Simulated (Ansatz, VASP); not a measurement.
**One calculation of CaLuH5, two programs**

```
Ca Lu H
1.0
     3.43652    0.00000    0.00000
     0.00000    3.43652    0.00000
     0.00000    0.00000    6.67851
Ca Lu H
1 1 5
Direct
  0.00000 0.00000 0.00000
  0.00000 0.00000 0.50000
  0.00000 0.50000 0.30516
  0.00000 0.50000 0.69484
  0.50000 0.00000 0.30516
  0.50000 0.00000 0.69484
  0.50000 0.50000 0.00000
```

Change from the starting cell: species swapped into the GdIn5Rh type (P4/mmm, No. 123).

Alike in both runs: functional PBE; k mesh 10 × 10 × 6; occupations gaussian, width 0.1 eV; no spin polarisation.

Ansatz relaxed the structure, and its values are those at the end. VASP's run is a single point on that final structure, the one shown.

|  | VASP | Ansatz |
| --- | --- | --- |
| version | VASP 6.6.1 | Ansatz 0.2.0 |
| potentials or method | VASP PAW PBE potentials, release 64 (Ca_sv, Lu, H), cutoff 520 eV | scalar-relativistic, plane waves, PAW |
| valence electrons in the cell | 40 | 40 |

```csv
,VASP,Ansatz,Ansatz less VASP
gap on the k mesh at the Fermi level (eV),none,none,-
pressure (GPa),0.1,0.0,-0.09
rms of the force components (eV/Å),0.004,0.000,-0.0041
```

A gap of «none» marks a metal or a gap that the smearing closes. The functional is the same, so the differences come from potentials, cutoffs and numerics.

Spin-orbit coupling is off throughout.
